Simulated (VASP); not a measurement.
Input of a VASP 6.6.1 run:

File INCAR:

```
ALGO = Normal ; EDIFF = 1E-7
ENCUT = 520 ; GGA = PS
ISIF = 2 ; ISMEAR = 0
LASPH = T ; LCHARG = F
LREAL = F ; LWAVE = F
NBANDS = 18 ; NELM = 60
PREC = Accurate ; SIGMA = 0.05
```

Contents of KPOINTS:

```
k-points
0
Gamma
  6 6 4
```

POSCAR

```
N
1.0
    4.1672328106      0.0000000000      0.0000000000
   -2.0836164053      3.6089294775      0.0000000000
    0.0000000000      0.0000000000      7.0060035100
N
4
Direct
    0.3956786913      0.7913573825      0.3931606673
    0.3333333333      0.6666666667      0.1710699600
    0.6666666667      0.3333333333      0.8289300400
    0.6666666667      0.3333333333      0.6710699600
```

Potentials or basis: VASP PAW PBE potentials, release 64 (N).

Command:

```sh
$ cat potpaw_PBE.64/N/POTCAR > POTCAR
$ mpirun -np 1 vasp_std > vasp.out
```

(1) Estimate the largest force.

(2) Estimate the pressure.

## Answers

(1) 14.017 eV/Å.

(2) -10.6 GPa.

Caveat: the cell differs from its parent crystal (atom 1 (N) moved by (+0.450, +0.450) A along y and z); the standard files for N, O and F lose accuracy on very short bonds; the PAW data sets were made with another functional, which shifts forces and pressure a little.
